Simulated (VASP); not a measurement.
# HgTe (F-43m) in VASP: further runs

HgTe is run at these levels: PBE; tasks: single point.

Everything below comes from runs of VASP 6.6.1. Logs are shortened: lines on timing, memory, paths and dates and some standing lists are left out, and cuts for length are marked.

## Step 1: The cell of the first run

Symmetry: F-43m, No. 216, cubic system. Conventional cell: a = 6.578 Å, b = 6.578 Å, c = 6.578 Å, α = 90.00°, β = 90.00°, γ = 90.00°. Hg (site symmetry -43m) has 4 Te at 2.85 Å within 3.8 Å. Te (site symmetry -43m) has 4 Hg at 2.85 Å within 3.8 Å.

## Step 2: Single point, PBE

Input file INCAR:

```
SYSTEM = HgTe
ALGO     = Normal         ! electronic algorithm
EDIFF    = 1E-6           ! SCF threshold, eV
ENCUT    = 500            ! plane-wave cutoff, eV
GGA      = PE             ! functional
GGA_COMPAT= .False.      
ISIF     = 2              ! what is computed and relaxed
ISMEAR   = -1             ! smearing method
LASPH    = .True.         ! aspherical terms in the spheres
LCHARG   = .False.        ! write CHGCAR
LREAL    = .False.        ! projectors in reciprocal space
LWAVE    = .False.        ! write WAVECAR
NBANDS   = 16             ! bands
NELM     = 120            ! most SCF steps
PREC     = Accurate       ! precision mode
SIGMA    = 0.5            ! smearing width, eV
```

Input file KPOINTS:

```
k-points
0
Gamma
  4 4 4
  0 0 0
```

Input file POSCAR:

```
HgTe
1.0
    0.0000000000      3.2891972858      3.2891972858
    3.2891972858      0.0000000000      3.2891972858
    3.2891972858      3.2891972858      0.0000000000
Hg Te
1 1
Direct
    0.0000000000      0.0000000000      0.0000000000
    0.2500000000      0.2500000000      0.2500000000
```

Potentials or basis: VASP PAW PBE potentials, release 64 (Hg, Te).

Launch:

```console
$ cat potpaw_PBE.64/Hg/POTCAR potpaw_PBE.64/Te/POTCAR > POTCAR
$ mpirun -np 1 vasp_std > vasp.out
```

OUTCAR:

```text
SYSTEM = HgTe
   EDIFF = 1E-6
   ENCUT = 500
   GGA = PE
   ISIF = 2
   ISMEAR = -1
   LASPH = .True.
   LREAL = .False.
   NELM = 120
   PREC = Accurate

 ion  position               nearest neighbor table
   1  0.000  0.000  0.000-   2 2.85   2 2.85   2 2.85   2 2.85
   2  0.250  0.250  0.250-   1 2.85   1 2.85   1 2.85   1 2.85

  LATTYP: Found a face centered cubic cell.
 ALAT       =     6.5783945716

  Lattice vectors:

 A1 = (   0.0000000000,   3.2891972858,   3.2891972858)
 A2 = (   3.2891972858,   0.0000000000,   3.2891972858)
 A3 = (   3.2891972858,   3.2891972858,   0.0000000000)

Analysis of symmetry for initial positions (statically):
=====================================================================
 Subroutine PRICEL returns:
 Original cell was already a primitive cell.

 Routine SETGRP: Setting up the symmetry group for a
 face centered cubic supercell.

 Subroutine GETGRP returns: Found 24 space group operations
 (whereof 24 operations were pure point group operations)
 out of a pool of 48 trial point group operations.

The static configuration has the point symmetry T_d .

Analysis of symmetry for dynamics (positions and initial velocities):
=====================================================================
 Subroutine PRICEL returns:
 Original cell was already a primitive cell.

 Routine SETGRP: Setting up the symmetry group for a
 face centered cubic supercell.

 Subroutine GETGRP returns: Found 24 space group operations
 (whereof 24 operations were pure point group operations)
 out of a pool of 48 trial point group operations.

The dynamic configuration has the point symmetry T_d .

 Subroutine INISYM returns: Found 24 space group operations
 (whereof 24 operations are pure point group operations),
 and found     1 'primitive' translations

----------------------------------------------------------------------------------------

                                     Primitive cell

  volume of cell :      71.1705

  direct lattice vectors                    reciprocal lattice vectors
     0.000000000  3.289197286  3.289197286    -0.152012773  0.152012773  0.152012773
     3.289197286  0.000000000  3.289197286     0.152012773 -0.152012773  0.152012773
     3.289197286  3.289197286  0.000000000     0.152012773  0.152012773 -0.152012773

  length of vectors
     4.651627411  4.651627411  4.651627411     0.263293846  0.263293846  0.263293846

  position of ions in fractional coordinates (direct lattice)
     0.000000000  0.000000000  0.000000000
     0.250000000  0.250000000  0.250000000

  ion indices of the primitive-cell ions
   primitive index   ion index
                 1           1
                 2           2

----------------------------------------------------------------------------------------

 KPOINTS: k-points

Automatic generation of k-mesh.
 Grid dimensions read from file:
 generate k-points for:    4    4    4

 Generating k-lattice:

  Cartesian coordinates                     Fractional coordinates (reciprocal lattice)
    -0.038003193  0.038003193  0.038003193     0.250000000  0.000000000  0.000000000
     0.038003193 -0.038003193  0.038003193     0.000000000  0.250000000  0.000000000
     0.038003193  0.038003193 -0.038003193     0.000000000  0.000000000  0.250000000

  Length of vectors
     0.065823462  0.065823462  0.065823462

  Shift w.r.t. Gamma in fractional coordinates (k-lattice)
     0.000000000  0.000000000  0.000000000

 Subroutine IBZKPT returns following result:
 ===========================================

 Found      8 irreducible k-points:

 Following reciprocal coordinates:
            Coordinates               Weight
  0.000000  0.000000  0.000000      1.000000
  0.250000  0.000000  0.000000      8.000000
  0.500000  0.000000  0.000000      4.000000
  0.250000  0.250000  0.000000      6.000000
  0.500000  0.250000  0.000000     24.000000
 -0.250000  0.250000  0.000000     12.000000
  0.500000  0.500000  0.000000      3.000000
 -0.250000  0.500000  0.250000      6.000000
   k-points           NKPTS =      8   k-points in BZ     NKDIM =      8   number of bands    NBANDS=     16
   number of dos      NEDOS =    301   number of ions     NIONS =      2
   total plane-waves  NPLWV =  46656
   dimension x,y,z NGX =    36 NGY =   36 NGZ =   36
   dimension x,y,z NGXF=    72 NGYF=   72 NGZF=   72
   ions per type =               1   1
   NGX,Y,Z   is equivalent  to a cutoff of  12.87, 12.87, 12.87 a.u.
   NGXF,Y,Z  is equivalent  to a cutoff of  25.73, 25.73, 25.73 a.u.
 SYSTEM =  HgTe
   PREC   = accura    normal or accurate (medium, high low for compatibility)
   ISTART =      0    job   : 0-new  1-cont  2-samecut
   ICHARG =      2    charge: 1-file 2-atom 10-const
   ISPIN  =      1    spin polarized calculation?
   LNONCOLLINEAR =      F non collinear calculations
   LSORBIT =      F    spin-orbit coupling
   LASPH  =      T    aspherical Exc in radial PAW
   ENCUT  =  500.0 eV  36.75 Ry    6.06 a.u.   8.48  8.48  8.48*2*pi/ulx,y,z
   NELM   =    120;   NELMIN=  2; NELMDL= -5     # of ELM steps
   EDIFF  = 0.1E-05   stopping-criterion for ELM
   LREAL  =      F    real-space projection
   EDIFFG = 0.1E-04   stopping-criterion for IOM
   NSW    =      0    number of steps for IOM
   IBRION =     -1    ionic relax: 0-MD 1-quasi-New 2-CG
   NFREE  =      0    steps in history (QN), initial steepest desc. (CG)
   ISIF   =      2    stress and relaxation
   ISYM   =      2    0-nonsym 1-usesym 2-fastsym
   POTIM  = 0.5000    time-step for ionic-motion
   TEBEG  =    0.0;   TEEND  =   0.0 temperature during run
   PSTRESS=    0.0 pullay stress
   NELECT =      18.0000    total number of electrons
   NUPDOWN=      -1.0000    fix difference up-down
   EMIN   =  10.00;   EMAX   =-10.00  energy-range for DOS
   EFERMI =   0.00;   METHOD = LEGACY
   ISMEAR =    -1;   SIGMA  =   0.50  broadening in eV -4-tet -1-fermi 0-gaus
   EFERMI_NEDOS =   21; number of points for ismear=-14 and -15
   IALGO  =     38    algorithm
   IMIX   =      4    mixing-type and parameters
     AMIX     =   0.40;   BMIX     =  1.00
     AMIX_MAG =   1.60;   BMIX_MAG =  1.00
  volume/ion in A,a.u.               =      35.59       240.14
  Fermi-wavevector in a.u.,A,eV,Ry     =   1.035299  1.956431 14.583320  1.071844
  Thomas-Fermi vector in A             =   2.169635
   LORBIT       =      0    0 simple, 1 ext, 2 COOP (PROOUT), +10 PAW based schemes
   GGA     = PE    functional components
   LHFCALC =     F    Hartree Fock is set to
   AEXX    =    0.0000 exact exchange contribution
   IVDW    =     0    specifies the selected vdW correction
   LEPSILON=     F    determine dielectric tensor
   LRPA    =     F    only Hartree local field effects (RPA)
 non-spin polarized calculation
  energy-cutoff  :      500.00
  volume of cell :       71.17
 maximum number of plane-waves:      1820
 NGX is ok and might be reduce to    36
   NGX = 17   NGY = 17   NGZ = 17

 number of electron      18.0000001 magnetization

 Free energy of the ion-electron system (eV)
  ---------------------------------------------------
  ext. energy  EPLUGINS =         0.00000000
  ---------------------------------------------------
  free energy    TOTEN  =        -3.76715599 eV

  energy without entropy =       -3.21649796  energy(sigma->0) =       -3.49182698

 E-fermi :   2.9225     XC(G=0):  -8.5094

 val. band max:        2.5407155952   @ k =   0.0000   0.0000   0.0000
 cond. band min:       3.2543262832   @ k =   0.5000   0.0000   0.0000
 fundamental gap:      0.7136106880
 Fermi energy:         2.9225447651

 k-point     1 :       0.0000    0.0000    0.0000
  band No.  band energies     occupation
      1      -9.0865      2.00000
      2      -4.4941      2.00000
      3      -4.4941      2.00000
      4      -4.4941      2.00000
      5      -4.0211      2.00000
      6      -4.0211      2.00000
[... 8 lines left out ...]
     15      12.0288      0.00000
     16      12.0288      0.00000

 k-point     2 :       0.2500    0.0000    0.0000
  band No.  band energies     occupation
      1      -8.8445      2.00000
      2      -4.4322      2.00000
      3      -4.4322      2.00000
      4      -4.3389      2.00000
      5      -4.0218      2.00000
      6      -4.0218      2.00000
[... 8 lines left out ...]
     15      11.0594      0.00000
     16      11.0594      0.00000

 k-point     3 :       0.5000    0.0000    0.0000
  band No.  band energies     occupation
      1      -8.5800      2.00000
      2      -4.3838      2.00000
      3      -4.3838      2.00000
      4      -4.0029      2.00000
      5      -4.0029      2.00000
      6      -3.7528      2.00000
[... 8 lines left out ...]
     15      12.5321      0.00000
     16      12.5321      0.00000

 k-point     4 :       0.2500    0.2500    0.0000
  band No.  band energies     occupation
      1      -8.7620      2.00000
      2      -4.4118      2.00000
      3      -4.3578      2.00000
      4      -4.3578      2.00000
      5      -4.0429      2.00000
      6      -3.9936      2.00000
[... 8 lines left out ...]
     15      12.3418      0.00000
     16      12.4878      0.00000

 k-point     5 :       0.5000    0.2500    0.0000
  band No.  band energies     occupation
      1      -8.4950      2.00000
      2      -4.3432      2.00000
      3      -4.2879      2.00000
      4      -4.1246      2.00000
      5      -3.9917      2.00000
      6      -3.7583      2.00000
[... 8 lines left out ...]
     15      12.7581      0.00000
     16      13.1606      0.00000

 k-point     6 :      -0.2500    0.2500    0.0000
  band No.  band energies     occupation
      1      -8.5850      2.00000
      2      -4.3542      2.00000
      3      -4.3541      2.00000
      4      -4.0845      2.00000
      5      -4.0359      2.00000
      6      -3.9307      2.00000
[... 8 lines left out ...]
     15      11.7970      0.00000
     16      13.0559      0.00000

 k-point     7 :       0.5000    0.5000    0.0000
  band No.  band energies     occupation
      1      -8.4035      2.00000
      2      -4.3106      2.00000
      3      -4.1932      2.00000
      4      -4.1932      2.00000
      5      -3.9659      2.00000
      6      -3.6279      2.00000
[... 8 lines left out ...]
     15      12.8094      0.00000
     16      13.8636      0.00000

 k-point     8 :      -0.2500    0.5000    0.2500
  band No.  band energies     occupation
      1      -8.4045      2.00000
      2      -4.2894      2.00000
      3      -4.2560      2.00000
      4      -4.0675      2.00000
      5      -4.0487      2.00000
      6      -3.4915      1.99999
[... 8 lines left out ...]
     15      13.4070      0.00000
     16      13.5406      0.00000

------------------------ aborting loop because EDIFF is reached ----------------------------------------

  FORCE on cell =-STRESS in cart. coord.  units (eV):
  Direction    XX          YY          ZZ          XY          YZ          ZX
  --------------------------------------------------------------------------------------
  -------------------------------------------------------------------------------------
  Total        1.1302765      1.1302765      1.1302765     -0.0000000     -0.0000000      0.0000000
  in kB       25.4445930     25.4445930     25.4445930     -0.0000000     -0.0000000      0.0000000
  external PRESSURE =      25.4445930 kB  Pullay stress =       0.0000000 kB

 VOLUME and BASIS-vectors are now :
 -----------------------------------------------------------------------------
  energy-cutoff  :      500.00
  volume of cell :       71.17
      direct lattice vectors                 reciprocal lattice vectors
     0.000000000  3.289197286  3.289197286    -0.152012773  0.152012773  0.152012773
     3.289197286  0.000000000  3.289197286     0.152012773 -0.152012773  0.152012773
     3.289197286  3.289197286  0.000000000     0.152012773  0.152012773 -0.152012773

 POSITION                                       TOTAL-FORCE (eV/Angst)
 -----------------------------------------------------------------------------------
      0.00000      0.00000      0.00000         0.000000      0.000000      0.000000
      1.64460      1.64460      1.64460        -0.000000     -0.000000     -0.000000
 -----------------------------------------------------------------------------------
    total drift:                               -0.000000     -0.000000     -0.000000

  FREE ENERGIE OF THE ION-ELECTRON SYSTEM (eV)
  ---------------------------------------------------
  free  energy   TOTEN  =        -3.7671559945 eV

  energy  without entropy=       -3.2164979607  energy(sigma->0) =       -3.49182698
```

It took 18 s on 1 thread of Intel Xeon 8259CL, shared host; peak memory 0.2 GiB.

Results:

```yaml
Free_energy: -3.7672 eV
Pressure: 2.5 GPa
Band_gap_on_the_k_mesh: zero (filled and empty bands touch)
```

Levels at points of the mesh, in eV from the Fermi level:
```csv
k point,band 5,band 6,band 7,band 8,band 9,band 10,band 11,band 12,band 13,band 14
"(0.00, 0.00, 0.00)",-6.94,-6.94,-1.22,-0.38,-0.38,-0.38,3.95,3.95,3.95,6.12
"(0.50, 0.00, 0.00)",-6.93,-6.68,-5.52,-1.27,-1.27,0.33,4.71,4.71,6.47,7.42
"(0.50, 0.50, 0.00)",-6.89,-6.55,-5.52,-2.43,-2.43,1.54,2.26,7.65,8.27,8.27
```

Caveat: the k points lie up to 0.41 Å⁻¹ apart; so wide a smearing shifts energies and pressures; semilocal functionals underestimate gaps, so a narrow gap can read as zero; spin-orbit coupling is left out, which moves the levels of the heavy elements.

## Step 3: Single point, PBE

Input file INCAR:

```
SYSTEM = HgTe
PREC = Accurate ; ENCUT = 500
EDIFF = 1E-6 ; ISMEAR = -1
SIGMA = 0.001 ; LREAL = .False.
LASPH = .True. ; NELM = 120
ALGO = Normal ; ISIF = 2
LWAVE = .False. ; LCHARG = .False.
GGA = PE ; NBANDS = 16
GGA_COMPAT = .False.
```

Input file KPOINTS:

```
regular mesh
0
Gamma
  4 4 4
  0 0 0
```

POSCAR is that of step 2.

Potentials or basis: VASP PAW PBE potentials, release 64 (Hg, Te).

Launch:

```console
$ cat potpaw_PBE.64/Hg/POTCAR potpaw_PBE.64/Te/POTCAR > POTCAR
$ mpirun -np 1 vasp_std > vasp.out
```

OUTCAR:

```text
SYSTEM = HgTe
   PREC = Accurate
   ENCUT = 500
   EDIFF = 1E-6
   ISMEAR = -1
   LREAL = .False.
   LASPH = .True.
   NELM = 120
   ISIF = 2
   GGA = PE

 ion  position               nearest neighbor table
   1  0.000  0.000  0.000-   2 2.85   2 2.85   2 2.85   2 2.85
   2  0.250  0.250  0.250-   1 2.85   1 2.85   1 2.85   1 2.85

  LATTYP: Found a face centered cubic cell.
 ALAT       =     6.5783945716

  Lattice vectors:

[... 319 lines left out ...]

------------------------ aborting loop because EDIFF is reached ----------------------------------------

  FORCE on cell =-STRESS in cart. coord.  units (eV):
  Direction    XX          YY          ZZ          XY          YZ          ZX
  --------------------------------------------------------------------------------------
  -------------------------------------------------------------------------------------
  Total        0.7490258      0.7490258      0.7490258     -0.0000000      0.0000000      0.0000000
  in kB       16.8619428     16.8619428     16.8619428     -0.0000000      0.0000000      0.0000000
  external PRESSURE =      16.8619428 kB  Pullay stress =       0.0000000 kB

 VOLUME and BASIS-vectors are now :
 -----------------------------------------------------------------------------
  energy-cutoff  :      500.00
  volume of cell :       71.17
      direct lattice vectors                 reciprocal lattice vectors
     0.000000000  3.289197286  3.289197286    -0.152012773  0.152012773  0.152012773
     3.289197286  0.000000000  3.289197286     0.152012773 -0.152012773  0.152012773
     3.289197286  3.289197286  0.000000000     0.152012773  0.152012773 -0.152012773

 POSITION                                       TOTAL-FORCE (eV/Angst)
 -----------------------------------------------------------------------------------
      0.00000      0.00000      0.00000        -0.000000     -0.000000      0.000000
      1.64460      1.64460      1.64460         0.000000      0.000000     -0.000000
 -----------------------------------------------------------------------------------
    total drift:                                0.000000      0.000000     -0.000000

  FREE ENERGIE OF THE ION-ELECTRON SYSTEM (eV)
  ---------------------------------------------------
  free  energy   TOTEN  =        -3.5569788189 eV

  energy  without entropy=       -3.5569191457  energy(sigma->0) =       -3.55694898
```

OSZICAR:

```text
N       E                     dE             d eps       ncg     rms          rms(c)
DAV:   1     0.106723264443E+03    0.10672E+03   -0.79357E+03   256   0.952E+02
DAV:   2    -0.498188333659E-01   -0.10677E+03   -0.10010E+03   296   0.221E+02
DAV:   3    -0.373667224102E+01   -0.36869E+01   -0.36756E+01   328   0.444E+01
DAV:   4    -0.377221632478E+01   -0.35544E-01   -0.35541E-01   376   0.377E+00
DAV:   5    -0.377231435562E+01   -0.98031E-04   -0.98030E-04   328   0.197E-01    0.683E+00
DAV:   6    -0.356437372349E+01    0.20794E+00   -0.41155E-01   288   0.821E+00    0.545E+00
DAV:   7    -0.355719950726E+01    0.71742E-02   -0.97627E-02   296   0.207E+00    0.214E+00
DAV:   8    -0.355685267246E+01    0.34683E-03   -0.10074E-02   312   0.112E+00    0.470E-01
DAV:   9    -0.355692132631E+01   -0.68654E-04   -0.77205E-04   296   0.318E-01    0.107E-01
DAV:  10    -0.355696130165E+01   -0.39975E-04   -0.10073E-04   296   0.867E-02    0.442E-02
DAV:  11    -0.355698008881E+01   -0.18787E-04   -0.34550E-05   280   0.400E-02    0.271E-02
DAV:  12    -0.355697887092E+01    0.12179E-05   -0.38053E-06   312   0.134E-02    0.175E-02
DAV:  13    -0.355697881886E+01    0.52058E-07   -0.35876E-07   208   0.313E-03
   1 F= -.35569788E+01 E0= -.35569490E+01  d E =-.596732E-04
```

It took 23 s on 1 thread of Intel Xeon 8259CL, shared host; peak memory 0.2 GiB.

Results:

| Item | Value |
| --- | --- |
| Free energy | -3.5570 eV |
| Pressure | 1.7 GPa |
| Band gap on the k mesh | zero (filled and empty bands touch) |

Levels at points of the mesh, in eV from the Fermi level:
| k point | band 5 | band 6 | band 7 | band 8 | band 9 | band 10 | band 11 | band 12 | band 13 | band 14 |
| --- | --- | --- | --- | --- | --- | --- | --- | --- | --- | --- |
| (0.00, 0.00, 0.00) | -6.62 | -6.62 | -0.86 | 0.00 | 0.00 | 0.00 | 4.30 | 4.30 | 4.30 | 6.50 |
| (0.50, 0.00, 0.00) | -6.60 | -6.34 | -5.16 | -0.89 | -0.89 | 0.69 | 5.06 | 5.06 | 6.84 | 7.80 |
| (0.50, 0.50, 0.00) | -6.56 | -6.22 | -5.17 | -2.06 | -2.06 | 1.90 | 2.61 | 8.04 | 8.63 | 8.63 |

Caveat: the k points lie up to 0.41 Å⁻¹ apart; semilocal functionals underestimate gaps, so a narrow gap can read as zero; spin-orbit coupling is left out, which moves the levels of the heavy elements.

(Part 1 of 2 ends here.)
